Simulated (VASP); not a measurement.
# NaH (P1) in VASP: single point with PBE

Aim: the single point of NaH with PBE.

Everything below comes from runs of VASP 6.6.1. Logs are shortened: lines on timing, memory, paths and dates and some standing lists are left out, and cuts for length are marked.

**1. The cell of the first run**

The typed cell holds 32 atoms: a = 7.907 Å, b = 7.907 Å, c = 9.657 Å, α = 90.00°, β = 90.00°, γ = 120.00°.

**2. Single point, PBE**

Input file INCAR:

```
SYSTEM = NaH
PREC = Accurate
ENCUT = 520
EDIFF = 1E-6
ISMEAR = -1
SIGMA = 0.039
LREAL = Auto
LASPH = .True.
NELM = 60
ALGO = Normal
ISIF = 2
LWAVE = .False.
LCHARG = .False.
GGA = PE
NBANDS = 86
```

Input file KPOINTS:

```
Automatic mesh
0
Gamma
  3 3 2
  0 0 0
```

Input file POSCAR:

```
NaH
1.0
    7.9065630959      0.0000000000      0.0000000000
   -3.9532815480      6.8472844977      0.0000000000
    0.0000000000      0.0000000000      9.6565846076
Na H
16 16
Direct
    0.1442815933      0.3314086045     -0.0349392683
    0.3249828562      0.1779540489      0.2207364287
    0.1826998621      0.3366696682      0.4676778782
    0.3326150783      0.1747955705      0.7134716134
    0.1557044164      0.8435406769     -0.0379299737
    0.3367115197      0.6624185108      0.1935938094
    0.1685416362      0.8098730237      0.4766692560
    0.3614033278      0.6920006028      0.7132388189
    0.6805526739      0.3332299105     -0.0246864714
    0.8306785865      0.1710006354      0.2255391620
    0.6605619757      0.3221634797      0.4669311339
    0.8435990195      0.1756249504      0.6992907197
    0.6735033390      0.8326291980     -0.0175806465
    0.8230185667      0.6559902691      0.2365014229
    0.6773402238      0.8326538793      0.4806470599
    0.8342235010      0.6641099843      0.7243586925
    0.1642986698      0.3308200500      0.2153467385
    0.3441533820      0.1537242976      0.4697426869
    0.1808264430      0.3412986565      0.7274848495
    0.3550307995      0.1924827281      0.9683565546
    0.1742704217      0.8632848543      0.2112928207
    0.3782664610      0.6618912945      0.4729107843
    0.1647005343      0.8221570174      0.7204071918
    0.3418392253      0.6633616584      0.9493646431
    0.6768807166      0.3379160017      0.2082303508
    0.8584725060      0.1603346553      0.4637629330
    0.6441823615      0.3097013131      0.7301631256
    0.8183270903      0.1696858076      0.9522278708
    0.7206636769      0.8604635899      0.2221139344
    0.8129341567      0.6570078988      0.4713544369
    0.7014195681      0.8446221275      0.7193472933
    0.8355437837      0.6590129272      0.9713603081
```

Potentials or basis: VASP PAW PBE potentials, release 64 (Na_pv, H).

Started as:

```sh
> cat potpaw_PBE.64/Na_pv/POTCAR potpaw_PBE.64/H/POTCAR > POTCAR
> mpirun -np 1 vasp_std > vasp.out
```

OUTCAR:

```text
SYSTEM = NaH
   PREC = Accurate
   ENCUT = 520
   EDIFF = 1E-6
   ISMEAR = -1
   LREAL = Auto
   LASPH = .True.
   NELM = 60
   ISIF = 2
   GGA = PE

 ion  position               nearest neighbor table
   1  0.144  0.331  0.965-
   2  0.325  0.178  0.221-
   3  0.183  0.337  0.468-
   4  0.333  0.175  0.713-
   5  0.156  0.844  0.962-
   6  0.337  0.662  0.194-
[... 24 lines left out ...]
  31  0.701  0.845  0.719-
  32  0.836  0.659  0.971-

  LATTYP: Found a hexagonal cell.
 ALAT       =     7.9065630959
 C/A-ratio  =     1.2213378292

  Lattice vectors:

 A1 = (   7.9065630959,   0.0000000000,   0.0000000000)
 A2 = (  -3.9532815480,   6.8472844977,   0.0000000000)
 A3 = (   0.0000000000,   0.0000000000,   9.6565846076)

Analysis of symmetry for initial positions (statically):
=====================================================================
 Subroutine PRICEL returns:
 Original cell was already a primitive cell.

 Routine SETGRP: Setting up the symmetry group for a
 hexagonal supercell.

 Subroutine GETGRP returns: Found  1 space group operations
 (whereof  1 operations were pure point group operations)
 out of a pool of 24 trial point group operations.

The static configuration has the point symmetry C_1 .

Analysis of symmetry for dynamics (positions and initial velocities):
=====================================================================
 Subroutine PRICEL returns:
 Original cell was already a primitive cell.

 Routine SETGRP: Setting up the symmetry group for a
 hexagonal supercell.

 Subroutine GETGRP returns: Found  1 space group operations
 (whereof  1 operations were pure point group operations)
 out of a pool of 24 trial point group operations.

The dynamic configuration has the point symmetry C_1 .

 Subroutine INISYM returns: Found  1 space group operations
 (whereof  1 operations are pure point group operations),
 and found     1 'primitive' translations

----------------------------------------------------------------------------------------

[... 133 lines left out ...]
   LSORBIT =      F    spin-orbit coupling
   LASPH  =      T    aspherical Exc in radial PAW
   ENCUT  =  520.0 eV  38.22 Ry    6.18 a.u.  14.70 14.70 17.95*2*pi/ulx,y,z
   NELM   =     60;   NELMIN=  2; NELMDL= -5     # of ELM steps
   EDIFF  = 0.1E-05   stopping-criterion for ELM
   LREAL  =      T    real-space projection
   EDIFFG = 0.1E-04   stopping-criterion for IOM
   NSW    =      0    number of steps for IOM
   IBRION =     -1    ionic relax: 0-MD 1-quasi-New 2-CG
   NFREE  =      0    steps in history (QN), initial steepest desc. (CG)
   ISIF   =      2    stress and relaxation
   ISYM   =      2    0-nonsym 1-usesym 2-fastsym
   POTIM  = 0.5000    time-step for ionic-motion
   TEBEG  =    0.0;   TEEND  =   0.0 temperature during run
   PSTRESS=    0.0 pullay stress
   NELECT =     128.0000    total number of electrons
   NUPDOWN=      -1.0000    fix difference up-down
   EMIN   =  10.00;   EMAX   =-10.00  energy-range for DOS
   EFERMI =   0.00;   METHOD = LEGACY
   ISMEAR =    -1;   SIGMA  =   0.04  broadening in eV -4-tet -1-fermi 0-gaus
   EFERMI_NEDOS =   21; number of points for ismear=-14 and -15
   IALGO  =     38    algorithm
   IMIX   =      4    mixing-type and parameters
     AMIX     =   0.40;   BMIX     =  1.00
     AMIX_MAG =   1.60;   BMIX_MAG =  1.00
  volume/ion in A,a.u.               =      16.34       110.25
  Fermi-wavevector in a.u.,A,eV,Ry     =   1.024161  1.935384 14.271231  1.048906
  Thomas-Fermi vector in A             =   2.157933
   LORBIT       =      0    0 simple, 1 ext, 2 COOP (PROOUT), +10 PAW based schemes
   GGA     = PE    functional components
   LHFCALC =     F    Hartree Fock is set to
   AEXX    =    0.0000 exact exchange contribution
   IVDW    =     0    specifies the selected vdW correction
   LEPSILON=     F    determine dielectric tensor
   LRPA    =     F    only Hartree local field effects (RPA)
 non-spin polarized calculation
  energy-cutoff  :      520.00
  volume of cell :      522.79
 maximum number of plane-waves:     14082
   NGX = 29   NGY = 29   NGZ = 35

 number of electron     128.0000023 magnetization

 Free energy of the ion-electron system (eV)
  ---------------------------------------------------
  ext. energy  EPLUGINS =         0.00000000
  ---------------------------------------------------
  free energy    TOTEN  =       -79.68608668 eV

  energy without entropy =      -79.68608668  energy(sigma->0) =      -79.68608668

 E-fermi :  -0.3054     XC(G=0):  -7.1068

 val. band max:       -1.3080018392   @ k =   0.3333   0.3333   0.0000
 cond. band min:       1.8552020418   @ k =   0.3333   0.3333   0.0000
 fundamental gap:      3.1632038810
 Fermi energy:        -0.3054141757

 k-point     1 :       0.0000    0.0000    0.0000
  band No.  band energies     occupation
      1     -24.2893      2.00000
      2     -24.2614      2.00000
      3     -24.2538      2.00000
      4     -24.1772      2.00000
      5     -24.1682      2.00000
      6     -24.1530      2.00000
[... 779 lines left out ...]
     75       3.9247      0.00000
     76       4.0673      0.00000
 [bands above 76 left out]

------------------------ aborting loop because EDIFF is reached ----------------------------------------

  FORCE on cell =-STRESS in cart. coord.  units (eV):
  Direction    XX          YY          ZZ          XY          YZ          ZX
  --------------------------------------------------------------------------------------
  -------------------------------------------------------------------------------------
  Total        2.2505241      1.5802935      2.1058338     -0.2413727      0.1094517      0.0315631
  in kB        6.8970692      4.8430468      6.4536440     -0.7397230      0.3354312      0.0967299
  external PRESSURE =       6.0645866 kB  Pullay stress =       0.0000000 kB

 VOLUME and BASIS-vectors are now :
 -----------------------------------------------------------------------------
  energy-cutoff  :      520.00
  volume of cell :      522.79
      direct lattice vectors                 reciprocal lattice vectors
     7.906563096  0.000000000  0.000000000     0.126477205  0.073021648  0.000000000
    -3.953281548  6.847284498  0.000000000     0.000000000  0.146043296  0.000000000
     0.000000000  0.000000000  9.656584608     0.000000000  0.000000000  0.103556282

 POSITION                                       TOTAL-FORCE (eV/Angst)
 -----------------------------------------------------------------------------------
     -0.16938      2.26925      9.31919         0.271093     -0.018210     -0.144348
      1.86599      1.21850      2.13156         0.269784     -0.105760     -0.190922
      0.11358      2.30527      4.51617         0.075044     -0.013486      0.029468
      1.93883      1.19688      6.88970         0.064313     -0.110609      0.239323
     -2.10367      5.77596      9.29031         0.216297      0.109215      0.123236
      0.04350      4.53577      1.86945        -0.048087      0.171196      0.253474
[... 24 lines left out ...]
      2.20679      5.78337      6.94644        -0.237511      0.048279     -0.016782
      4.00102      4.51245      9.38002        -0.041818      0.082997     -0.016156
 -----------------------------------------------------------------------------------
    total drift:                               -0.000795     -0.000106      0.000498

  FREE ENERGIE OF THE ION-ELECTRON SYSTEM (eV)
  ---------------------------------------------------
  free  energy   TOTEN  =       -79.6860866829 eV

  energy  without entropy=      -79.6860866829  energy(sigma->0) =      -79.68608668
```

OSZICAR:

```text
N       E                     dE             d eps       ncg     rms          rms(c)
DAV:   1     0.125582421032E+04    0.12558E+04   -0.64659E+04  1824   0.157E+03
DAV:   2     0.395219870576E+02   -0.12163E+04   -0.11726E+04  1720   0.439E+02
DAV:   3    -0.822046393013E+02   -0.12173E+03   -0.12014E+03  1960   0.163E+02
DAV:   4    -0.883163478145E+02   -0.61117E+01   -0.60833E+01  1936   0.325E+01
DAV:   5    -0.884335357981E+02   -0.11719E+00   -0.11715E+00  1914   0.498E+00    0.139E+01
DAV:   6    -0.813533790089E+02    0.70802E+01   -0.50217E+00  1908   0.811E+00    0.636E+00
DAV:   7    -0.795123793681E+02    0.18410E+01   -0.56905E+00  1992   0.603E+00    0.163E+00
DAV:   8    -0.796862228310E+02   -0.17384E+00   -0.28864E-01  1826   0.299E+00    0.569E-01
DAV:   9    -0.796841463831E+02    0.20764E-02   -0.45152E-02  1976   0.109E+00    0.207E-01
DAV:  10    -0.796853263738E+02   -0.11800E-02   -0.11189E-02  2038   0.623E-01    0.975E-02
DAV:  11    -0.796859417154E+02   -0.61534E-03   -0.14080E-03  1920   0.179E-01    0.291E-02
DAV:  12    -0.796860643143E+02   -0.12260E-03   -0.18035E-04  1936   0.728E-02    0.925E-03
DAV:  13    -0.796860846024E+02   -0.20288E-04   -0.54741E-05  1840   0.371E-02    0.489E-03
DAV:  14    -0.796860864945E+02   -0.18921E-05   -0.16133E-05  1816   0.162E-02    0.310E-03
DAV:  15    -0.796860866829E+02   -0.18834E-06   -0.57053E-07  1202   0.624E-03
   1 F= -.79686087E+02 E0= -.79686087E+02  d E =-.599391E-11
```

stdout:

```text
POSCAR found type information on POSCAR NaH
 POSCAR found :  2 types and      32 ions
 scaLAPACK will be used
 LDA part: xc-table for (Slater+PW92), standard interpolation
 POSCAR, INCAR and KPOINTS ok, starting setup
 FFT: planning ... GRIDC
 FFT: planning ... GRID_SOFT
 FFT: planning ... GRID
 WAVECAR not read
 entering main loop
```

Run time: 14 min. Hardware: 1 thread of AMD EPYC 7R13 (Zen 3), shared host; peak memory 0.65 GiB.

Results:

| Item | Value |
| --- | --- |
| Free energy | -79.6861 eV |
| Pressure | 0.6 GPa |
| Largest force | 0.621 eV/Å |
| Band gap on the k mesh | 3.16 eV |

Forces in eV/Å, atoms in the order of the input:
```
Na   0.271 -0.018 -0.144
Na   0.270 -0.106 -0.191
Na   0.075 -0.013  0.029
Na   0.064 -0.111  0.239
Na   0.216  0.109  0.123
Na  -0.048  0.171  0.253
Na  -0.084  0.210 -0.187
Na   0.097 -0.228  0.286
Na  -0.360  0.038 -0.206
Na   0.170 -0.013 -0.086
Na   0.056  0.043  0.098
Na  -0.007 -0.038  0.438
Na   0.130  0.129 -0.331
Na   0.226  0.204 -0.299
Na   0.229  0.206 -0.232
Na  -0.006 -0.221  0.029
H   -0.135  0.250  0.031
H   -0.197  0.006 -0.041
H   -0.186  0.031 -0.308
H   -0.273 -0.234  0.039
H    0.196 -0.506  0.144
H   -0.607 -0.057 -0.117
H   -0.006  0.080 -0.154
H   -0.084  0.136  0.375
H   -0.078 -0.073  0.366
H   -0.301  0.199  0.074
H    0.302  0.256 -0.368
H    0.366 -0.169  0.217
H   -0.463 -0.243 -0.095
H    0.445 -0.169  0.049
H   -0.238  0.048 -0.017
H   -0.042  0.083 -0.016
```

Stress tensor (GPa, compression positive):
```
 0.69 -0.07  0.01
-0.07  0.48  0.03
 0.01  0.03  0.65
```

Caveat: the atoms stand as in a frame of molecular dynamics; the structure was generated, so it needn't be the stable form of NaH.
